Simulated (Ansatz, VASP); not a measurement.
PbI2 in VASP and in Ansatz

```xyz
3
Lattice="4.5641 0.0000 0.0000 -2.2820 3.9526 0.0000 0.0000 0.0000 7.0475" Properties=species:S:1:pos:R:3 pbc="T T T"
Pb    0.0000    0.0000    0.0000
I     0.0000    2.6351    1.8796
I     2.2820    1.3175    5.1679
```

Alike in both runs: task single point; functional PBE-based screened hybrid with a share of 0.75 of exact exchange and HFSCREEN = 0.2078; k mesh 6 × 6 × 2; no spin polarisation.

|  | VASP | Ansatz |
| --- | --- | --- |
| version | VASP 6.6.1 | Ansatz 0.2.0 |
| potentials or method | VASP PAW PBE potentials, release 64 (Pb_d, I) | plane waves |
| plane-wave cutoff (eV) | 400 | 420 |
| occupations | gaussian, width 0.01 eV | fixed |
| valence electrons in the cell | 28 | 48 |

Ansatz gave:

```
gap on the k mesh at the Fermi level (eV)                     : 4.49
pressure (GPa)                                                : -0.2
traceless stress, the component that is largest in VASP (GPa) : -0.25
rms of the force components (eV/Å)                            : 0.123
```

Task: What did VASP give for the same quantities?

Result: gap on the k mesh at the Fermi level (eV): 4.50; pressure (GPa): -0.3; traceless stress, the component that is largest in VASP (GPa): -0.28; rms of the force components (eV/Å): 0.131.

VASP's potentials were made for PBE, not for PBE-based screened hybrid. Atom by atom the forces differ by 0.007 eV/Å (rms over components). VASP's potentials hold 28 valence electrons a cell and Ansatz's 48, so a difference there can come from the potentials and not from the codes. Ansatz's warnings: stress exchange threshold loose, stress scf threshold loose.

The k mesh is coarse, so the values compare programs but aren't converged. Neither program's run includes spin-orbit coupling.
